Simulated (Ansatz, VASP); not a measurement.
**Two plane-wave programs on MgO**

```xyz
2
Lattice="0.0000 2.1268 2.1268 2.1268 0.0000 2.1268 2.1268 2.1268 0.0000" Properties=species:S:1:pos:R:3 pbc="T T T"
Mg    0.0000    0.0000    0.0000
O     2.1268    2.1268    2.1268
```

Alike in both runs: functional PBE; k mesh 14 × 14 × 14; occupations gaussian, width 0.02 eV; no spin polarisation.

Ansatz relaxed the structure, and its values are those at the end. VASP's run is a single point on that final structure, the one shown.

```csv
,VASP,Ansatz
version,VASP 6.6.1,Ansatz 0.2.0
potentials or method,"VASP PAW PBE potentials, release 64 (Mg, O), cutoff 520 eV","scalar-relativistic, plane waves, PAW"
valence electrons in the cell,8,16
```

```tsv
	VASP	Ansatz	Ansatz less VASP
gap on the k mesh at the Fermi level (eV)	4.44	4.46	+0.017
least direct gap on the mesh (eV)	4.44	4.46	+0.017
pressure (GPa)	-0.7	0.0	+0.75
```

The functional is the same, so the differences come from potentials, cutoffs and numerics. VASP's potentials hold 8 valence electrons a cell and Ansatz's 16, so a difference there can come from the potentials and not from the codes.
